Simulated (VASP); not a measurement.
Crystal: La2O3.

```
CELL_PARAMETERS angstrom
6.24023 0.00000 0.00000
-3.12012 5.40420 0.00000
0.00000 0.00000 3.22273
ATOMIC_POSITIONS crystal
La 0.66667 0.33333 0.49810
La 0.33333 0.66667 0.50190
O 0.50461 0.00000 0.00000
O 0.00000 0.50461 0.00000
O 0.49539 0.49539 0.00000
```

This cell differs from its parent crystal: volume scaled by 0.94.

Base run:

* Program: VASP 6.6.1
* Functional: PBE
* Potentials or basis: VASP PAW PBE potentials, release 64 (La, O)
* Cutoff: 520 eV
* k mesh: 5 × 5 × 8
* Occupations: fermi-dirac, width 0.05 eV
* Spin: no spin polarisation

Its results: band gap on the k mesh 1.32 eV, indirect (least direct gap 1.95 eV); pressure 6.2 GPa; largest force 0.023 eV/Å.

Problem. The run is repeated on the same cell with these changes: functional from PBE to PBEsol; further incar settings from ALGO = Normal; EDIFF = 1e-07; NBANDS = 28 to ALGO = Normal; EDIFF = 1e-06; NBANDS = 28. What comes out?

Solution. Band gap on the k mesh 1.24 eV, indirect (least direct gap 1.87 eV); pressure 2.9 GPa; largest force 0.026 eV/Å.

Caveats: spin-orbit coupling is left out, which moves the levels of the heavy elements; the PAW data sets were made with another functional, which shifts forces and pressure a little (some runs).

A k mesh can miss the band edges.
